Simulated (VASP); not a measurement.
# Rh (Pm-3m) in VASP: notebook, part 2 of 3

VASP 6.6.1.

### Step 3. Single point, r2SCAN (15.25 Å³/atom)

This run uses another cell than the first one, of 15.25 Å³/atom.

File POSCAR:

```
Rh
1.0
    2.4798854893      0.0000000000      0.0000000000
    0.0000000000      2.4798854893      0.0000000000
    0.0000000000      0.0000000000      2.4798854893
Rh
1
Direct
    0.0000000000      0.0000000000      0.0000000000
```

File INCAR.step1:

```
SYSTEM = Rh
ALGO = Normal
EDIFF = 1E-5
ENCUT = 680
GGA = PE
GGA_COMPAT = .FALSE.
ISMEAR = -1
LASPH = .TRUE.
LCHARG = .FALSE.
LREAL = .FALSE.
LWAVE = .TRUE.
NBANDS = 14
NELM = 120
PREC = Accurate
SIGMA = 0.1
```

File INCAR.step2:

```
SYSTEM = Rh
ALGO = Normal
EDIFF = 1E-6
ENCUT = 680
GGA_COMPAT = .FALSE.
ISIF = 2
ISMEAR = -1
ISTART = 1
LASPH = .TRUE.
LCHARG = .TRUE.
LELF = .TRUE.
LMIXTAU = .TRUE.
LREAL = .FALSE.
LVHAR = .TRUE.
LWAVE = .FALSE.
METAGGA = R2SCAN
NBANDS = 14
NELM = 120
PREC = Accurate
SIGMA = 0.1
```

File KPOINTS:

```
k-points
0
G
  14 14 14
  0 0 0
```

Potentials or basis: VASP PAW PBE potentials, release 64 (Rh_sv_GW).

Started as:

```console
$ cat potpaw_PBE.64/Rh_sv_GW/POTCAR > POTCAR
$ cp INCAR.step1 INCAR
$ mpirun -np 1 vasp_std > vasp.out
$ cp INCAR.step2 INCAR
$ mpirun -np 1 vasp_std > vasp.out
```

OUTCAR:

```text
SYSTEM = Rh
   EDIFF = 1E-6
   ENCUT = 680
   ISIF = 2
   ISMEAR = -1
   ISTART = 1
   LASPH = .TRUE.
   LREAL = .FALSE.
   METAGGA = R2SCAN
   NELM = 120
   PREC = Accurate

 ion  position               nearest neighbor table
   1  0.000  0.000  0.000-

  LATTYP: Found a simple cubic cell.
 ALAT       =     2.4798854893

  Lattice vectors:

 A1 = (   2.4798854893,   0.0000000000,   0.0000000000)
 A2 = (   0.0000000000,   2.4798854893,   0.0000000000)
 A3 = (   0.0000000000,   0.0000000000,   2.4798854893)

Analysis of symmetry for initial positions (statically):
=====================================================================
 Subroutine PRICEL returns:
 Original cell was already a primitive cell.

 Routine SETGRP: Setting up the symmetry group for a
 simple cubic supercell.

 Subroutine GETGRP returns: Found 48 space group operations
 (whereof 48 operations were pure point group operations)
 out of a pool of 48 trial point group operations.

The static configuration has the point symmetry O_h .

Analysis of symmetry for dynamics (positions and initial velocities):
=====================================================================
 Subroutine PRICEL returns:
 Original cell was already a primitive cell.

 Routine SETGRP: Setting up the symmetry group for a
 simple cubic supercell.

 Subroutine GETGRP returns: Found 48 space group operations
 (whereof 48 operations were pure point group operations)
 out of a pool of 48 trial point group operations.

The dynamic configuration has the point symmetry O_h .

 Subroutine INISYM returns: Found 48 space group operations
 (whereof 48 operations are pure point group operations),
 and found     1 'primitive' translations

----------------------------------------------------------------------------------------

                                     Primitive cell

  volume of cell :      15.2509

  direct lattice vectors                    reciprocal lattice vectors
     2.479885489  0.000000000  0.000000000     0.403244426  0.000000000  0.000000000
     0.000000000  2.479885489  0.000000000     0.000000000  0.403244426  0.000000000
     0.000000000  0.000000000  2.479885489     0.000000000  0.000000000  0.403244426

  length of vectors
     2.479885489  2.479885489  2.479885489     0.403244426  0.403244426  0.403244426

  position of ions in fractional coordinates (direct lattice)
     0.000000000  0.000000000  0.000000000

  ion indices of the primitive-cell ions
   primitive index   ion index
                 1           1

----------------------------------------------------------------------------------------

 KPOINTS: k-points

Automatic generation of k-mesh.
 Grid dimensions read from file:
 generate k-points for:   14   14   14

 Generating k-lattice:

  Cartesian coordinates                     Fractional coordinates (reciprocal lattice)
     0.028803173  0.000000000  0.000000000     0.071428571  0.000000000  0.000000000
     0.000000000  0.028803173  0.000000000     0.000000000  0.071428571  0.000000000
     0.000000000  0.000000000  0.028803173     0.000000000  0.000000000  0.071428571

  Length of vectors
     0.028803173  0.028803173  0.028803173

  Shift w.r.t. Gamma in fractional coordinates (k-lattice)
     0.000000000  0.000000000  0.000000000

 Subroutine IBZKPT returns following result:
 ===========================================

 Found    120 irreducible k-points:

 Following reciprocal coordinates:
            Coordinates               Weight
  0.000000  0.000000  0.000000      1.000000
  0.071429  0.000000  0.000000      6.000000
  0.142857  0.000000  0.000000      6.000000
  0.214286  0.000000  0.000000      6.000000
  0.285714  0.000000  0.000000      6.000000
  0.357143  0.000000  0.000000      6.000000
[... 16 lines left out ...]
  0.285714  0.214286  0.000000     24.000000
  0.357143  0.214286  0.000000     24.000000
 [... further k-points ...]
   k-points           NKPTS =    120   k-points in BZ     NKDIM =    120   number of bands    NBANDS=     14
   number of dos      NEDOS =    301   number of ions     NIONS =      1
   total plane-waves  NPLWV =  13824
   dimension x,y,z NGX =    24 NGY =   24 NGZ =   24
   dimension x,y,z NGXF=    48 NGYF=   48 NGZF=   48
   ions per type =               1
   NGX,Y,Z   is equivalent  to a cutoff of  16.09, 16.09, 16.09 a.u.
   NGXF,Y,Z  is equivalent  to a cutoff of  32.18, 32.18, 32.18 a.u.
 SYSTEM =  Rh
   PREC   = accura    normal or accurate (medium, high low for compatibility)
   ISTART =      1    job   : 0-new  1-cont  2-samecut
   ICHARG =      0    charge: 1-file 2-atom 10-const
   ISPIN  =      1    spin polarized calculation?
   LNONCOLLINEAR =      F non collinear calculations
   LSORBIT =      F    spin-orbit coupling
   LASPH  =      T    aspherical Exc in radial PAW
   ENCUT  =  680.0 eV  49.98 Ry    7.07 a.u.   5.27  5.27  5.27*2*pi/ulx,y,z
   NELM   =    120;   NELMIN=  2; NELMDL=  0     # of ELM steps
   EDIFF  = 0.1E-05   stopping-criterion for ELM
   LREAL  =      F    real-space projection
   EDIFFG = 0.1E-04   stopping-criterion for IOM
   NSW    =      0    number of steps for IOM
   IBRION =     -1    ionic relax: 0-MD 1-quasi-New 2-CG
   NFREE  =      0    steps in history (QN), initial steepest desc. (CG)
   ISIF   =      2    stress and relaxation
   ISYM   =      2    0-nonsym 1-usesym 2-fastsym
   POTIM  = 0.5000    time-step for ionic-motion
   TEBEG  =    0.0;   TEEND  =   0.0 temperature during run
   PSTRESS=    0.0 pullay stress
   NELECT =      17.0000    total number of electrons
   NUPDOWN=      -1.0000    fix difference up-down
   EMIN   =  10.00;   EMAX   =-10.00  energy-range for DOS
   EFERMI =   0.00;   METHOD = LEGACY
   ISMEAR =    -1;   SIGMA  =   0.10  broadening in eV -4-tet -1-fermi 0-gaus
   EFERMI_NEDOS =   21; number of points for ismear=-14 and -15
   IALGO  =     38    algorithm
   IMIX   =      4    mixing-type and parameters
     AMIX     =   0.40;   BMIX     =  1.00
     AMIX_MAG =   1.60;   BMIX_MAG =  1.00
  volume/ion in A,a.u.               =      15.25       102.92
  Fermi-wavevector in a.u.,A,eV,Ry     =   1.697434  3.207685 39.202214  2.881281
  Thomas-Fermi vector in A             =   2.778116
   LORBIT       =      0    0 simple, 1 ext, 2 COOP (PROOUT), +10 PAW based schemes
   METAGGA = R2SCAN    functional components
   LHFCALC =     F    Hartree Fock is set to
   AEXX    =    0.0000 exact exchange contribution
   IVDW    =     0    specifies the selected vdW correction
   LEPSILON=     F    determine dielectric tensor
   LRPA    =     F    only Hartree local field effects (RPA)
 non-spin polarized calculation
  energy-cutoff  :      680.00
  volume of cell :       15.25
 maximum number of plane-waves:       628
 NGX is ok and might be reduce to    24
   NGX = 11   NGY = 11   NGZ = 11

 number of electron      16.9999997 magnetization

 Free energy of the ion-electron system (eV)
  ---------------------------------------------------
  ext. energy  EPLUGINS =         0.00000000
  ---------------------------------------------------
  free energy    TOTEN  =       -22.50466417 eV

  energy without entropy =      -22.45761427  energy(sigma->0) =      -22.48113922

 E-fermi :   9.2017     XC(G=0): -14.1948

 val. band max:        9.1969384435   @ k =   0.5000   0.2143   0.0714
 cond. band min:       9.2042907553   @ k =   0.3571   0.1429   0.0000
 fundamental gap:      0.0073523118
 Fermi energy:         9.2017273322

 k-point     1 :       0.0000    0.0000    0.0000
  band No.  band energies     occupation
      1     -71.7031      2.00000
      2     -38.3040      2.00000
      3     -38.3040      2.00000
      4     -38.3040      2.00000
      5       1.9898      2.00000
      6       3.4218      2.00000
      7       3.4218      2.00000
      8      10.0426      0.00045
      9      10.0426      0.00045
     10      10.0426      0.00045
     11      27.2007      0.00000
     12      27.2007      0.00000
     13      27.2007      0.00000
     14      35.2015      0.00000
[... 375 lines left out ...]
 k-point    24 :       0.3571    0.2143    0.0000
  band No.  band energies     occupation
      1     -71.5701      2.00000
      2     -39.0123      2.00000
      3     -38.5923      2.00000
      4     -38.2086      2.00000
      5       4.3202      2.00000
      6       5.0434      2.00000
      7       6.4693      2.00000
      8       8.1808      1.99993
      9       9.2808      0.62415
     10       9.8127      0.00443
     11      18.9462      0.00000
     12      25.7416      0.00000
     13      29.7561      0.00000
     14      34.0026      0.00000

 [... further k-points ...]
[... 5 lines left out ...]
  --------------------------------------------------------------------------------------
  -------------------------------------------------------------------------------------
  Total        0.8607936      0.8607936      0.8607936      0.0000000      0.0000000      0.0000000
  in kB       90.4304573     90.4304573     90.4304573      0.0000000      0.0000000      0.0000000
  external PRESSURE =      90.4304573 kB  Pullay stress =       0.0000000 kB

 VOLUME and BASIS-vectors are now :
 -----------------------------------------------------------------------------
  energy-cutoff  :      680.00
  volume of cell :       15.25
      direct lattice vectors                 reciprocal lattice vectors
     2.479885489  0.000000000  0.000000000     0.403244426  0.000000000  0.000000000
     0.000000000  2.479885489  0.000000000     0.000000000  0.403244426  0.000000000
     0.000000000  0.000000000  2.479885489     0.000000000  0.000000000  0.403244426

 POSITION                                       TOTAL-FORCE (eV/Angst)
 -----------------------------------------------------------------------------------
      0.00000      0.00000      0.00000         0.000000      0.000000      0.000000
 -----------------------------------------------------------------------------------
    total drift:                               -0.000000      0.000000      0.000000

  FREE ENERGIE OF THE ION-ELECTRON SYSTEM (eV)
  ---------------------------------------------------
  free  energy   TOTEN  =       -22.5046641680 eV

  energy  without entropy=      -22.4576142691  energy(sigma->0) =      -22.48113922
```

Run time: 73 s. Hardware: 1 thread of Intel Xeon Platinum 8375C at 2.90GHz (Ice Lake), shared host; peak memory 0.18 GiB.

What came out:

| Item | Value |
| --- | --- |
| Free energy | -22.5047 eV |
| Pressure | 9.0 GPa |
| Band gap on the k mesh | zero (an odd number of electrons rules out a gap without spin polarisation) |

Caveat: the cell stands under pressure; the PAW data sets were made with another functional, which shifts forces and pressure a little.

[end of part 2 of 3]

The gap in the log of VASP goes by the Fermi energy; the results here count the filled bands.